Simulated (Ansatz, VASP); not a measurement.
**One calculation of ZnO, two programs**

POSCAR

```
ZnO
1.0
    3.1969799007      0.0000000000      0.0000000000
   -1.5984899503      2.7686658094      0.0000000000
    0.0000000000      0.0000000000      5.3758457155
Zn O
2 2
Direct
    0.3333333333      0.6666666667      0.0000000000
    0.6666666667      0.3333333333      0.5000000000
    0.3333333333      0.6666666667      0.3821000000
    0.6666666667      0.3333333333      0.8821000000
```

INCAR.step1

```
  ALGO = Normal
  EDIFF = 1E-4
  ENCUT = 520
  GGA = PE
  ISMEAR = 0
  LASPH = True
  LCHARG = False
  LREAL = False
  LWAVE = True
  NBANDS = 26
  NELM = 60
  PREC = Accurate
  SIGMA = 0.05
```

The input INCAR.step2:

```
  ALGO = Normal
  EDIFF = 1E-7
  ENCUT = 520
  ISIF = 2
  ISMEAR = 0
  ISTART = 1
  LASPH = True
  LCHARG = False
  LMIXTAU = True
  LREAL = False
  LWAVE = False
  METAGGA = R2SCAN
  NBANDS = 26
  NELM = 60
  PREC = Accurate
  SIGMA = 0.05
```

File KPOINTS:

```
k-points
0
Gamma
  12 12 6
```

Input for Ansatz:

```yaml
crystal:
  lattice:
    - [3.1969799007, 0.0, 0.0]
    - [-1.5984899503, 2.7686658094, 0.0]
    - [0.0, 0.0, 5.3758457155]
  atoms:
    - { symbol: Zn, position: [0.3333333333, 0.6666666667, 0.0] }
    - { symbol: Zn, position: [0.6666666667, 0.3333333333, 0.5] }
    - { symbol: O, position: [0.3333333333, 0.6666666667, 0.3821] }
    - { symbol: O, position: [0.6666666667, 0.3333333333, 0.8821] }
basis:
  ecutwfc: 500
kpoints:
  mp_grid: { grid: [12, 12, 6] }
hamiltonian:
  xc: r2scan
scf:
  occupations: { method: gaussian, width: 0.05 }
output:
  forces: true
  stress: true
  eigenvalues: true
```

Alike in both runs: task single point; functional r2SCAN; k mesh 12 × 12 × 6; occupations gaussian, width 0.05 eV; no spin polarisation.

|  | VASP | Ansatz |
| --- | --- | --- |
| version | VASP 6.6.1 | Ansatz 0.2.0 |
| potentials or method | VASP PAW PBE potentials, release 64 (Zn, O), cutoff 520 eV | scalar-relativistic, plane waves, PAW |
| valence electrons in the cell | 36 | 36 |

```tsv
	VASP	Ansatz	Ansatz less VASP
gap on the k mesh at the Fermi level (eV)	1.15	1.15	+0.004
least direct gap on the mesh (eV)	1.15	1.15	+0.004
pressure (GPa)	0.6	-0.4	-1.00
traceless stress, the component that is largest in VASP (GPa)	-7.05	-6.74	+0.315
rms of the force components (eV/Å)	0.229	0.215	-0.0146
```

VASP's potentials were made for PBE, not for r2SCAN. Atom by atom the forces differ by 0.015 eV/Å (rms over components). The functional is the same, so the differences come from potentials, cutoffs and numerics.
